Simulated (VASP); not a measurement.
# GdN: single point with PBE+U

The system is GdN.

```xyz
2
Lattice="0.0000 2.5010 2.5010 2.5010 0.0000 2.5010 2.5010 2.5010 0.0000" Properties=species:S:1:pos:R:3 pbc="T T T"
Gd    0.0000    0.0000    0.0000
N     2.5010    2.5010    2.5010
```

- Program: VASP 6.6.1
- Task: single point
- Functional: PBE
- Potentials or basis: VASP PAW PBE potentials, release 64 (Gd, N)
- Cutoff: 520 eV
- k mesh: 10 × 10 × 10
- Occupations: gaussian, width 0.05 eV
- Spin: collinear spin
- Starting moments: [7.63, -0.16] μB
- Hubbard terms: Gd f U = 6.0 eV

| Item | Value |
| --- | --- |
| Pressure | 0.3 GPa |
| Band gap on the k mesh | zero (filled and empty bands overlap) |
| Net moment | 7.00 μB per cell |
| Site moments | Gd +6.87; N -0.11 μB |
| Valence electrons inside the program's atomic spheres | Gd 15.21; N 3.63 |

Levels at points of the mesh, in eV from the Fermi level:
Spin up:
| k point | band 12 | band 13 | band 14 | band 15 | band 16 | band 17 | band 18 | band 19 |
| --- | --- | --- | --- | --- | --- | --- | --- | --- |
| (0.00, 0.00, 0.00) | -6.05 | 0.24 | 0.24 | 0.24 | 2.65 | 2.65 | 2.65 | 3.34 |
| (0.50, 0.00, 0.00) | -6.01 | -4.14 | -2.33 | -2.33 | 5.26 | 5.97 | 5.97 | 6.63 |
| (0.50, 0.50, 0.00) | -6.09 | -1.25 | -0.27 | -0.15 | -0.15 | 6.59 | 6.62 | 7.65 |
Spin down:
| k point | band 6 | band 7 | band 8 | band 9 | band 10 | band 11 |
| --- | --- | --- | --- | --- | --- | --- |
| (0.00, 0.00, 0.00) | -0.33 | -0.33 | -0.33 | 3.46 | 3.46 | 3.46 |
| (0.50, 0.00, 0.00) | -3.90 | -2.25 | -2.25 | 4.51 | 4.88 | 4.88 |
| (0.50, 0.50, 0.00) | -0.96 | -0.42 | -0.42 | 0.38 | 4.95 | 4.98 |

Eigenvalues of the final occupation matrices:
```
    site  spin  trace                         eigenvalues
site 1 f     1   6.94  0.99 0.99 0.99 0.99 0.99 0.99 0.99
site 1 f     2   0.04  0.00 0.00 0.00 0.00 0.01 0.01 0.01
```

Run time: 3.2 min on 1 thread of Intel Xeon 8259CL, with other jobs on the host, peak memory 0.22 GiB.

Caveat: spin-orbit coupling is left out, which moves the levels of the heavy elements; a cell with one magnetic atom can't hold antiferromagnetic order, which such compounds often take.
